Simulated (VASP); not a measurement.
Runs of VASP 6.6.1 on CaF2 (Fluorite). The structure is that of space group Fm-3m (No. 225), or close to it. The cells are those of the table. 

| cell | gap on the mesh (eV) | pressure (GPa) |
| --- | --- | --- |
| a = 3.896 Å, angles 60.0°, 3 atoms | 6.95 | -3.6 |
| a = 3.756 Å, angles 60.0°, 3 atoms | 7.58 | 6.5 |
| a = 3.963 Å, angles 60.0°, 3 atoms | 6.67 | -6.8 |
| a = 3.828 Å, angles 60.0°, 3 atoms | 7.25 | (b) |
| a = 3.930 Å, angles 60.0°, 3 atoms | 6.80 | -5.3 |
| a = 3.792 Å, angles 60.0°, 3 atoms | 7.41 | 3.4 |
| a = 3.862 Å, angles 60.0°, 3 atoms | (a) | -1.7 |

Alike in all rows: task single point; level PBEsol; potentials or basis VASP PAW PBE potentials, release 64 (Ca_sv, F); no spin polarisation; k mesh 6 × 6 × 6; cutoff (eV) 600; smearing fermi-dirac 0.02 eV.

Problem. Estimate the missing entries.

Solution. (a) 7.09; (b) 0.7.

Caveats: the PAW data sets were made with another functional, which shifts forces and pressure a little.

A k mesh can miss the band edges.
